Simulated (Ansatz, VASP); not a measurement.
## One calculation of PbS, two programs

The input INCAR:

```
PREC = Accurate
ENCUT = 520
EDIFF = 1E-6
ISMEAR = 0
SIGMA = 0.01
LREAL = False
LASPH = True
NELM = 60
ALGO = Normal
ISIF = 2
LWAVE = False
LCHARG = True
GGA = CA
LELF = True
LVHAR = True
NBANDS = 28
```

KPOINTS

```
Automatic mesh
0
Gamma
  6 6 6
```

The input POSCAR:

```
PbS
1.0
    2.1339986822     -6.1469873336      0.0000000000
    2.1339986822      6.1469873336      0.0000000000
    0.0000000000      0.0000000000      4.3905205609
Pb S
2 2
Direct
    0.8694400000      0.1305600000      0.7500000000
    0.1305600000      0.8694400000      0.2500000000
    0.6452000000      0.3548000000      0.7500000000
    0.3548000000      0.6452000000      0.2500000000
```

Input for Ansatz:

```yaml
crystal:
  lattice:
    - [2.1339986821741177, -6.146987333594456, 0.0]
    - [2.1339986821741177, 6.146987333594456, 0.0]
    - [0.0, 0.0, 4.390520560879514]
  atoms:
    - { symbol: Pb, position: [0.86944, 0.13056, 0.75] }
    - { symbol: Pb, position: [0.13056, 0.86944, 0.25] }
    - { symbol: S, position: [0.6452, 0.3548, 0.75] }
    - { symbol: S, position: [0.3548, 0.6452, 0.25] }
basis:
  ecutwfc: 510.0
kpoints:
  mp_grid:
    grid: [6, 6, 6]
hamiltonian:
  xc: lda
  pseudopotentials:
    kind: paw
scf:
  occupations:
    method: fixed
output:
  stress: true
```

Alike in both runs: task single point; functional LDA; k mesh 6 × 6 × 6; no spin polarisation.

|  | VASP | Ansatz |
| --- | --- | --- |
| version | VASP 6.6.1 | Ansatz 0.2.0 |
| potentials or method | VASP PAW LDA potentials, release 64 (Pb_d, S), cutoff 520 eV | plane waves, PAW |
| occupations | gaussian, width 0.01 eV | fixed |
| valence electrons in the cell | 40 | 40 |

|  | VASP | Ansatz | Ansatz less VASP |
| --- | --- | --- | --- |
| pressure (GPa) | -6.5 | -6.5 | 0.00 |
| traceless stress, the component that is largest in VASP (GPa) | 0.47 | 0.48 | +0.014 |

LDA's correlation is that of Perdew and Zunger in VASP and of Perdew and Wang (1992) in Ansatz.

Neither program's run includes spin-orbit coupling.
